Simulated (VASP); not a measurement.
## AlCo: single point with PBEsol

The system is AlCo.

```
Al Co
1.0
     2.82329    0.00000    0.00000
     0.00000    2.82329    0.00000
     0.00000    0.00000    2.82329
Al Co
1 1
Direct
  0.00000 0.00000 0.00000
  0.50000 0.50000 0.50000
```

- Program: VASP 6.6.1
- Task: single point
- Functional: PBEsol
- Potentials or basis: VASP PAW PBE potentials, release 64 (Al, Co)
- Cutoff: 600 eV
- k mesh: 10 × 10 × 10
- Occupations: fermi-dirac, width 0.1 eV
- Spin: collinear spin, ferromagnetic start
- Starting moments: [0.0, 1.8] μB

```yaml
Pressure: 0.1 GPa
Band_gap_on_the_k_mesh: zero (filled and empty bands overlap)
Net_moment: 0.00 μB per cell
Valence_electrons_inside_the_program's_atomic_spheres: Al 0.84; Co 8.51
```

Levels at points of the mesh, in eV from the Fermi level:
Spin up:
| k point | band 2 | band 3 | band 4 | band 5 | band 6 | band 7 | band 8 | band 9 | band 10 | band 11 |
| --- | --- | --- | --- | --- | --- | --- | --- | --- | --- | --- |
| (0.00, 0.00, 0.00) | -3.06 | -3.06 | -0.80 | -0.80 | -0.80 | 6.16 | 6.16 | 6.16 | 8.93 | 8.93 |
| (0.50, 0.00, 0.00) | -6.72 | -2.45 | -1.71 | -1.71 | -0.68 | 0.23 | 8.51 | 10.80 | 10.80 | 12.03 |
| (0.50, 0.50, 0.00) | -3.14 | -2.67 | -2.67 | -1.50 | -1.50 | -0.21 | 2.54 | 3.72 | 13.14 | 16.14 |
| (0.50, 0.50, 0.50) | -4.00 | -4.00 | -0.17 | -0.17 | 2.42 | 2.42 | 2.42 | 4.47 | 5.58 | 5.58 |
Spin down:
| k point | band 2 | band 3 | band 4 | band 5 | band 6 | band 7 | band 8 | band 9 | band 10 | band 11 |
| --- | --- | --- | --- | --- | --- | --- | --- | --- | --- | --- |
| (0.00, 0.00, 0.00) | -3.06 | -3.06 | -0.80 | -0.80 | -0.80 | 6.16 | 6.16 | 6.16 | 8.93 | 8.93 |
| (0.50, 0.00, 0.00) | -6.72 | -2.44 | -1.71 | -1.71 | -0.68 | 0.23 | 8.51 | 10.80 | 10.80 | 12.03 |
| (0.50, 0.50, 0.00) | -3.14 | -2.67 | -2.67 | -1.50 | -1.50 | -0.21 | 2.54 | 3.72 | 13.14 | 16.14 |
| (0.50, 0.50, 0.50) | -4.00 | -4.00 | -0.17 | -0.17 | 2.42 | 2.42 | 2.42 | 4.47 | 5.58 | 5.58 |

Run time: 13 s on 1 thread of Intel(R) Xeon(R) 6975P-C (Granite Rapids), with other jobs on the host, peak memory 0.17 GiB.

Caveat: the starting moments collapsed, and a magnetic state may lie lower; the PAW data sets were made with another functional, which shifts forces and pressure a little.
